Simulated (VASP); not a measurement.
# ZnSe (v.bB) (F-43m) in VASP: further runs

ZnSe (v.bB) is run at these levels: PBE; tasks: single point.

Program: VASP 6.6.1. These are calculated values, not measurements. Logs are shortened: lines on timing, memory, paths and dates and some standing lists are left out, and cuts for length are marked.

## 1. The cell of the first run

The structure is cubic, space group F-43m (No. 216). Conventional cell: a = 5.650 Å, b = 5.650 Å, c = 5.650 Å, α = 90.00°, β = 90.00°, γ = 90.00°. Within 3.2 Å of Zn (site symmetry -43m) lie 4 Se at 2.45 Å. Se (site symmetry -43m) has 4 Zn at 2.45 Å within 3.2 Å.

## 2. Single point, PBE

INCAR

```
SYSTEM = ZnSe
PREC = Accurate
ENCUT = 500
EDIFF = 1E-6
ISMEAR = 0
SIGMA = 0.1
LREAL = .False.
LASPH = .True.
NELM = 120
ALGO = Normal
ISIF = 2
LWAVE = .False.
LCHARG = .False.
GGA = PE
NBANDS = 16
GGA_COMPAT = .False.
```

KPOINTS

```
Automatic mesh
0
Gamma
  6 6 6
  0 0 0
```

POSCAR

```
ZnSe
1.0
    0.0000000000      2.8250000000      2.8250000000
    2.8250000000      0.0000000000      2.8250000000
    2.8250000000      2.8250000000      0.0000000000
Zn Se
1 1
Direct
    0.0000000000      0.0000000000      0.0000000000
    0.2500000000      0.2500000000      0.2500000000
```

Potentials or basis: VASP PAW PBE potentials, release 64 (Zn, Se).

Started as:

```
cat potpaw_PBE.64/Zn/POTCAR potpaw_PBE.64/Se/POTCAR > POTCAR
mpirun -np 1 vasp_std > vasp.out
```

OUTCAR:

```text
SYSTEM = ZnSe
   PREC = Accurate
   ENCUT = 500
   EDIFF = 1E-6
   ISMEAR = 0
   LREAL = .False.
   LASPH = .True.
   NELM = 120
   ISIF = 2
   GGA = PE

 ion  position               nearest neighbor table
   1  0.000  0.000  0.000-   2 2.45   2 2.45   2 2.45   2 2.45
   2  0.250  0.250  0.250-   1 2.45   1 2.45   1 2.45   1 2.45

  LATTYP: Found a face centered cubic cell.
 ALAT       =     5.6500000000

  Lattice vectors:

 A1 = (   0.0000000000,   2.8250000000,   2.8250000000)
 A2 = (   2.8250000000,   0.0000000000,   2.8250000000)
 A3 = (   2.8250000000,   2.8250000000,   0.0000000000)

Analysis of symmetry for initial positions (statically):
=====================================================================
 Subroutine PRICEL returns:
 Original cell was already a primitive cell.

 Routine SETGRP: Setting up the symmetry group for a
 face centered cubic supercell.

 Subroutine GETGRP returns: Found 24 space group operations
 (whereof 24 operations were pure point group operations)
 out of a pool of 48 trial point group operations.

The static configuration has the point symmetry T_d .

Analysis of symmetry for dynamics (positions and initial velocities):
=====================================================================
 Subroutine PRICEL returns:
 Original cell was already a primitive cell.

 Routine SETGRP: Setting up the symmetry group for a
 face centered cubic supercell.

 Subroutine GETGRP returns: Found 24 space group operations
 (whereof 24 operations were pure point group operations)
 out of a pool of 48 trial point group operations.

The dynamic configuration has the point symmetry T_d .

 Subroutine INISYM returns: Found 24 space group operations
 (whereof 24 operations are pure point group operations),
 and found     1 'primitive' translations

----------------------------------------------------------------------------------------

                                     Primitive cell

  volume of cell :      45.0905

  direct lattice vectors                    reciprocal lattice vectors
     0.000000000  2.825000000  2.825000000    -0.176991150  0.176991150  0.176991150
     2.825000000  0.000000000  2.825000000     0.176991150 -0.176991150  0.176991150
     2.825000000  2.825000000  0.000000000     0.176991150  0.176991150 -0.176991150

  length of vectors
     3.995153314  3.995153314  3.995153314     0.306557665  0.306557665  0.306557665

  position of ions in fractional coordinates (direct lattice)
     0.000000000  0.000000000  0.000000000
     0.250000000  0.250000000  0.250000000

  ion indices of the primitive-cell ions
   primitive index   ion index
                 1           1
                 2           2

----------------------------------------------------------------------------------------

 KPOINTS: Automatic mesh

Automatic generation of k-mesh.
 Grid dimensions read from file:
 generate k-points for:    6    6    6

 Generating k-lattice:

  Cartesian coordinates                     Fractional coordinates (reciprocal lattice)
    -0.029498525  0.029498525  0.029498525     0.166666667  0.000000000  0.000000000
     0.029498525 -0.029498525  0.029498525     0.000000000  0.166666667  0.000000000
     0.029498525  0.029498525 -0.029498525     0.000000000  0.000000000  0.166666667

  Length of vectors
     0.051092944  0.051092944  0.051092944

  Shift w.r.t. Gamma in fractional coordinates (k-lattice)
     0.000000000  0.000000000  0.000000000

 Subroutine IBZKPT returns following result:
 ===========================================

 Found     16 irreducible k-points:

 Following reciprocal coordinates:
            Coordinates               Weight
  0.000000  0.000000  0.000000      1.000000
  0.166667  0.000000  0.000000      8.000000
  0.333333  0.000000  0.000000      8.000000
  0.500000  0.000000  0.000000      4.000000
  0.166667  0.166667  0.000000      6.000000
  0.333333  0.166667  0.000000     24.000000
[... 8 lines left out ...]
 -0.333333  0.333333  0.166667     24.000000
 -0.333333  0.500000  0.166667     12.000000
   k-points           NKPTS =     16   k-points in BZ     NKDIM =     16   number of bands    NBANDS=     16
   number of dos      NEDOS =    301   number of ions     NIONS =      2
   total plane-waves  NPLWV =  27000
   dimension x,y,z NGX =    30 NGY =   30 NGZ =   30
   dimension x,y,z NGXF=    60 NGYF=   60 NGZF=   60
   ions per type =               1   1
   NGX,Y,Z   is equivalent  to a cutoff of  12.48, 12.48, 12.48 a.u.
   NGXF,Y,Z  is equivalent  to a cutoff of  24.97, 24.97, 24.97 a.u.
 SYSTEM =  ZnSe
   PREC   = accura    normal or accurate (medium, high low for compatibility)
   ISTART =      0    job   : 0-new  1-cont  2-samecut
   ICHARG =      2    charge: 1-file 2-atom 10-const
   ISPIN  =      1    spin polarized calculation?
   LNONCOLLINEAR =      F non collinear calculations
   LSORBIT =      F    spin-orbit coupling
   LASPH  =      T    aspherical Exc in radial PAW
   ENCUT  =  500.0 eV  36.75 Ry    6.06 a.u.   7.28  7.28  7.28*2*pi/ulx,y,z
   NELM   =    120;   NELMIN=  2; NELMDL= -5     # of ELM steps
   EDIFF  = 0.1E-05   stopping-criterion for ELM
   LREAL  =      F    real-space projection
   EDIFFG = 0.1E-04   stopping-criterion for IOM
   NSW    =      0    number of steps for IOM
   IBRION =     -1    ionic relax: 0-MD 1-quasi-New 2-CG
   NFREE  =      0    steps in history (QN), initial steepest desc. (CG)
   ISIF   =      2    stress and relaxation
   ISYM   =      2    0-nonsym 1-usesym 2-fastsym
   POTIM  = 0.5000    time-step for ionic-motion
   TEBEG  =    0.0;   TEEND  =   0.0 temperature during run
   PSTRESS=    0.0 pullay stress
   NELECT =      18.0000    total number of electrons
   NUPDOWN=      -1.0000    fix difference up-down
   EMIN   =  10.00;   EMAX   =-10.00  energy-range for DOS
   EFERMI =   0.00;   METHOD = LEGACY
   ISMEAR =     0;   SIGMA  =   0.10  broadening in eV -4-tet -1-fermi 0-gaus
   EFERMI_NEDOS =   21; number of points for ismear=-14 and -15
   IALGO  =     38    algorithm
   IMIX   =      4    mixing-type and parameters
     AMIX     =   0.40;   BMIX     =  1.00
     AMIX_MAG =   1.60;   BMIX_MAG =  1.00
  volume/ion in A,a.u.               =      22.55       152.14
  Fermi-wavevector in a.u.,A,eV,Ry     =   1.205417  2.277907 19.769666  1.453029
  Thomas-Fermi vector in A             =   2.341114
   LORBIT       =      0    0 simple, 1 ext, 2 COOP (PROOUT), +10 PAW based schemes
   GGA     = PE    functional components
   LHFCALC =     F    Hartree Fock is set to
   AEXX    =    0.0000 exact exchange contribution
   IVDW    =     0    specifies the selected vdW correction
   LEPSILON=     F    determine dielectric tensor
   LRPA    =     F    only Hartree local field effects (RPA)
 non-spin polarized calculation
 Gauss-broadening in eV      SIGMA  =   0.10
  energy-cutoff  :      500.00
  volume of cell :       45.09
 maximum number of plane-waves:      1167
 NGX is ok and might be reduce to    30
   NGX = 15   NGY = 15   NGZ = 15

 number of electron      18.0000005 magnetization

 Free energy of the ion-electron system (eV)
  ---------------------------------------------------
  ext. energy  EPLUGINS =         0.00000000
  ---------------------------------------------------
  free energy    TOTEN  =        -6.00772502 eV

  energy without entropy =       -6.00772502  energy(sigma->0) =       -6.00772502

 E-fermi :   2.1266     XC(G=0):  -9.3628

 val. band max:        1.6972398018   @ k =   0.0000   0.0000   0.0000
 cond. band min:       3.0238930104   @ k =   0.0000   0.0000   0.0000
 fundamental gap:      1.3266532086
 Fermi energy:         2.1266080466

 k-point     1 :       0.0000    0.0000    0.0000
  band No.  band energies     occupation
      1     -11.6218      2.00000
      2      -4.8866      2.00000
      3      -4.8866      2.00000
      4      -4.8866      2.00000
      5      -4.5086      2.00000
      6      -4.5086      2.00000
[... 8 lines left out ...]
     15      13.1750      0.00000
     16      13.1750      0.00000

 k-point     2 :       0.1667    0.0000    0.0000
  band No.  band energies     occupation
      1     -11.4441      2.00000
      2      -4.8711      2.00000
      3      -4.8594      2.00000
      4      -4.8594      2.00000
      5      -4.5104      2.00000
      6      -4.5104      2.00000
[... 8 lines left out ...]
     15      12.1669      0.00000
     16      12.7453      0.00000

 k-point     3 :       0.3333    0.0000    0.0000
  band No.  band energies     occupation
      1     -11.0447      2.00000
      2      -4.8138      2.00000
      3      -4.8138      2.00000
      4      -4.7171      2.00000
      5      -4.5020      2.00000
      6      -4.5020      2.00000
[... 8 lines left out ...]
     15      12.7668      0.00000
     16      12.7668      0.00000

 k-point     4 :       0.5000    0.0000    0.0000
  band No.  band energies     occupation
      1     -10.8162      2.00000
      2      -4.7972      2.00000
      3      -4.7972      2.00000
      4      -4.4897      2.00000
      5      -4.4897      2.00000
      6      -4.3465      2.00000
[... 8 lines left out ...]
     15      14.8405      0.00000
     16      14.8405      0.00000
[... 172 lines left out ...]
 k-point    14 :       0.5000    0.3333    0.1667
  band No.  band energies     occupation
      1     -10.7670      2.00000
      2      -4.7944      2.00000
      3      -4.7454      2.00000
      4      -4.6437      2.00000
      5      -4.4921      2.00000
      6      -4.4418      2.00000
[... 8 lines left out ...]
     15      14.6279      0.00000
     16      16.0565      0.00000

 k-point    15 :      -0.3333    0.3333    0.1667
  band No.  band energies     occupation
      1     -10.6108      2.00000
      2      -4.7731      2.00000
      3      -4.7155      2.00000
      4      -4.5455      2.00000
      5      -4.5154      2.00000
      6      -4.2601      2.00000
[... 8 lines left out ...]
     15      14.8077      0.00000
     16      15.7693      0.00000

 k-point    16 :      -0.3333    0.5000    0.1667
  band No.  band energies     occupation
      1     -10.5383      2.00000
      2      -4.7900      2.00000
      3      -4.6650      2.00000
      4      -4.5916      2.00000
      5      -4.4941      2.00000
      6      -4.2312      2.00000
[... 8 lines left out ...]
     15      15.5036      0.00000
     16      15.9279      0.00000

------------------------ aborting loop because EDIFF is reached ----------------------------------------

  FORCE on cell =-STRESS in cart. coord.  units (eV):
  Direction    XX          YY          ZZ          XY          YZ          ZX
  --------------------------------------------------------------------------------------
  -------------------------------------------------------------------------------------
  Total        0.8450989      0.8450989      0.8450989      0.0000000      0.0000000      0.0000000
  in kB       30.0284392     30.0284392     30.0284392      0.0000000      0.0000000      0.0000000
  external PRESSURE =      30.0284392 kB  Pullay stress =       0.0000000 kB

 VOLUME and BASIS-vectors are now :
 -----------------------------------------------------------------------------
  energy-cutoff  :      500.00
  volume of cell :       45.09
      direct lattice vectors                 reciprocal lattice vectors
     0.000000000  2.825000000  2.825000000    -0.176991150  0.176991150  0.176991150
     2.825000000  0.000000000  2.825000000     0.176991150 -0.176991150  0.176991150
     2.825000000  2.825000000  0.000000000     0.176991150  0.176991150 -0.176991150

 POSITION                                       TOTAL-FORCE (eV/Angst)
 -----------------------------------------------------------------------------------
      0.00000      0.00000      0.00000         0.000000      0.000000     -0.000000
      1.41250      1.41250      1.41250        -0.000000     -0.000000      0.000000
 -----------------------------------------------------------------------------------
    total drift:                               -0.000000     -0.000000     -0.000000

  FREE ENERGIE OF THE ION-ELECTRON SYSTEM (eV)
  ---------------------------------------------------
  free  energy   TOTEN  =        -6.0077250193 eV

  energy  without entropy=       -6.0077250193  energy(sigma->0) =       -6.00772502
```

Run time: 12 s. Hardware: 1 thread of AMD EPYC 9R45 (Zen 5), shared host; peak memory 0.13 GiB.

What came out:

| Item | Value |
| --- | --- |
| Free energy | -6.0077 eV |
| Pressure | 3.0 GPa |
| Band gap on the k mesh | 1.33 eV, direct |

Levels at points of the mesh, in eV from the valence-band top:
| k point | band 7 | band 8 | band 9 | band 10 | band 11 | band 12 |
| --- | --- | --- | --- | --- | --- | --- |
| (0.00, 0.00, 0.00) | 0.00 | 0.00 | 0.00 | 1.33 | 5.79 | 5.79 |
| (0.50, 0.00, 0.00) | -5.29 | -0.88 | -0.88 | 2.56 | 6.38 | 6.38 |
| (0.50, 0.50, 0.00) | -4.80 | -2.22 | -2.22 | 2.96 | 3.46 | 10.81 |

## 3. Single point, PBE

This run uses another cell than the first one, of 23.55 Å³/atom, 1.045 times its volume.

INCAR

```
SYSTEM = ZnSe
  ALGO = Normal
  EDIFF = 1E-6
  ENCUT = 500
  GGA = PE
  GGA_COMPAT = .FALSE.
  ISIF = 2
  ISMEAR = 0
  LASPH = .TRUE.
  LCHARG = .FALSE.
  LREAL = .FALSE.
  LWAVE = .FALSE.
  NBANDS = 16
  NELM = 120
  PREC = Accurate
  SIGMA = 0.02
```

KPOINTS

```
k-points
0
G
  8 8 8
  0 0 0
```

POSCAR

```
ZnSe
1.0
    0.0000000000      2.8664717070      2.8664717070
    2.8664717070      0.0000000000      2.8664717070
    2.8664717070      2.8664717070      0.0000000000
Zn Se
1 1
Direct
    0.0000000000      0.0000000000      0.0000000000
    0.2500000000      0.2500000000      0.2500000000
```

Potentials or basis: VASP PAW PBE potentials, release 64 (Zn, Se).

Started as:

```
cat potpaw_PBE.64/Zn/POTCAR potpaw_PBE.64/Se/POTCAR > POTCAR
mpirun -np 1 vasp_std > vasp.out
```

Run time: 23 s. Hardware: 1 thread of AMD EPYC 9R45 (Zen 5), shared host; peak memory 0.14 GiB.

It converged, with:

- Free energy: -6.0323 eV
- Pressure: 0.2 GPa
- Band gap on the k mesh: 1.15 eV, direct

Levels at points of the mesh, in eV from the valence-band top:
| k point | band 7 | band 8 | band 9 | band 10 | band 11 | band 12 |
| --- | --- | --- | --- | --- | --- | --- |
| (0.00, 0.00, 0.00) | 0.00 | 0.00 | 0.00 | 1.15 | 5.81 | 5.81 |
| (0.50, 0.00, 0.00) | -5.01 | -0.82 | -0.82 | 2.48 | 6.38 | 6.38 |
| (0.50, 0.50, 0.00) | -4.60 | -2.06 | -2.06 | 3.06 | 3.46 | 10.49 |

As with any semilocal functional, this PBE gap is likely too small.
